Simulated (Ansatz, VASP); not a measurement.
## Cs3Ga in VASP and in Ansatz

INCAR

```
SYSTEM = Cs3Ga
  PREC = Accurate
  ENCUT = 520
  EDIFF = 1E-7
  ISMEAR = 0
  SIGMA = 0.1
  LREAL = .FALSE.
  LASPH = .TRUE.
  NELM = 60
  ALGO = Fast
  ISIF = 2
  LWAVE = .FALSE.
  LCHARG = .FALSE.
  GGA = PE
  NBANDS = 28
```

The input KPOINTS:

```
Automatic mesh
0
G
  6 6 1
  0 0 0
```

Contents of POSCAR:

```
Cs3Ga
1.0
    5.4325688000      0.0000000000      0.0000000000
   -2.7162844000      4.7047425900      0.0000000000
    0.0000000000      0.0000000000     15.1069188500
Cs Ga
3 1
Direct
    0.3333333300      0.6666666700      0.1977844000
    0.0000000000      0.0000000000      0.5000000000
    0.6666666700      0.3333333300      0.8022156000
    0.0000000000      0.0000000000      0.0000000000
```

Input for Ansatz:

```yaml
crystal:
  lattice:
    - [5.4325688, 0.0, 0.0]
    - [-2.7162844, 4.70474259, 0.0]
    - [0.0, 0.0, 15.10691885]
  atoms:
    - { symbol: Cs, position: [0.33333333, 0.66666667, 0.1977844] }
    - { symbol: Cs, position: [0.0, 0.0, 0.5] }
    - { symbol: Cs, position: [0.66666667, 0.33333333, 0.8022156] }
    - { symbol: Ga, position: [0.0, 0.0, 0.0] }
basis:
  ecutwfc: 420
kpoints:
  mp_grid: { grid: [6, 6, 1] }
hamiltonian:
  xc: pbe
scf:
  occupations: { method: gaussian, width: 0.1 }
  lower_state_search: "off"
output:
  forces: true
  stress: true
  eigenvalues: true
```

Alike in both runs: task single point; functional PBE; k mesh 6 × 6 × 1; occupations gaussian, width 0.1 eV; no spin polarisation.

|  | VASP | Ansatz |
| --- | --- | --- |
| version | VASP 6.6.1 | Ansatz 0.2.0 |
| potentials or method | VASP PAW PBE potentials, release 64 (Cs_sv, Ga_d), cutoff 520 eV | scalar-relativistic, plane waves, PAW |
| valence electrons in the cell | 40 | 40 |

|  | VASP | Ansatz | Ansatz less VASP |
| --- | --- | --- | --- |
| gap on the k mesh at the Fermi level (eV) | none | none | - |
| pressure (GPa) | -0.5 | -0.5 | 0.00 |
| traceless stress, the component that is largest in VASP (GPa) | -0.27 | -0.27 | -0.001 |
| rms of the force components (eV/Å) | 0.111 | 0.111 | +0.0004 |

Atom by atom the forces differ by 0.000 eV/Å (rms over components). A gap of «none» marks a metal or a gap that the smearing closes. With one functional, cell and mesh, what is left measures potentials, basis and numerics.

The k mesh is coarse, so the values compare programs but aren't converged. Neither program's run includes spin-orbit coupling.
